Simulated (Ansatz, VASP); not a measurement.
**Re: VASP beside Ansatz**

```xyz
2
Lattice="2.7751 0.0000 0.0000 -1.3876 2.4033 0.0000 0.0000 0.0000 4.4837" Properties=species:S:1:pos:R:3 pbc="T T T"
Re    0.0000    1.6022    1.1209
Re    1.3876    0.8011    3.3628
```

Alike in both runs: functional PBE; k mesh 18 × 18 × 10; occupations fermi-dirac, width 0.05 eV; no spin polarisation.

Ansatz relaxed the structure, and its values are those at the end. VASP's run is a single point on that final structure, the one shown.

```csv
,VASP,Ansatz
version,VASP 6.6.1,Ansatz 0.2.0
potentials or method,"VASP PAW PBE potentials, release 64 (Re)","PAW with Ansatz's default frozen-core files, scalar-relativistic"
plane-wave cutoff (eV),520,420
valence electrons in the cell,14,30
```

```csv
,VASP,Ansatz,Ansatz less VASP
pressure (GPa),-0.6,0.0,+0.54
```

VASP's potentials hold 14 valence electrons a cell and Ansatz's 30, so a difference there can come from the potentials and not from the codes.

Spin-orbit coupling is off throughout.
